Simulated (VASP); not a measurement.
Here is a VASP 6.6.1 calculation.

The input POSCAR:

```
ZnS
1.0
   -0.0005124582     -2.6955538605     -2.6955090815
   -0.0000134175      2.6951678334     -2.6951230544
    5.3863418360      0.0004990407      0.0005258756
Zn S
2 2
Direct
    0.5000333692      0.4999994296      0.4999884420
    0.0000316546     -0.0000011295     -0.0000113256
   -0.0000330425      0.5000007799      0.2500114669
    0.4999680187      0.0000009199      0.7500114168
```

Contents of INCAR.step1:

```
SYSTEM = ZnS
PREC = Accurate
ENCUT = 520
ISMEAR = 0
SIGMA = 0.05
LREAL = .False.
LASPH = .True.
NELM = 60
NBANDS = 26
GGA = PE
ALGO = Normal
EDIFF = 1E-4
LWAVE = .True.
LCHARG = .False.
```

INCAR.step2

```
SYSTEM = ZnS
PREC = Accurate
ENCUT = 520
EDIFF = 1E-7
ISMEAR = 0
SIGMA = 0.05
LREAL = .False.
LASPH = .True.
NELM = 60
ALGO = Normal
ISIF = 2
LWAVE = .False.
LCHARG = .True.
METAGGA = R2SCAN
LMIXTAU = .True.
LELF = .True.
LVHAR = .True.
NBANDS = 26
ISTART = 1
```

The input KPOINTS:

```
regular mesh
0
Gamma
  6 6 4
  0 0 0
```

Potentials or basis: VASP PAW PBE potentials, release 64 (Zn, S).

Command:

```bash
$ cat potpaw_PBE.64/Zn/POTCAR potpaw_PBE.64/S/POTCAR > POTCAR
$ cp INCAR.step1 INCAR
$ mpirun -np 1 vasp_std > vasp.out
$ cp INCAR.step2 INCAR
$ mpirun -np 1 vasp_std > vasp.out
```

Q: Estimate the pressure.

A: 0.1 GPa.

Q: What does it give for the band gap on the k mesh?

A: 2.71 eV.

Caveat: the PAW data sets were made with another functional, which shifts forces and pressure a little.
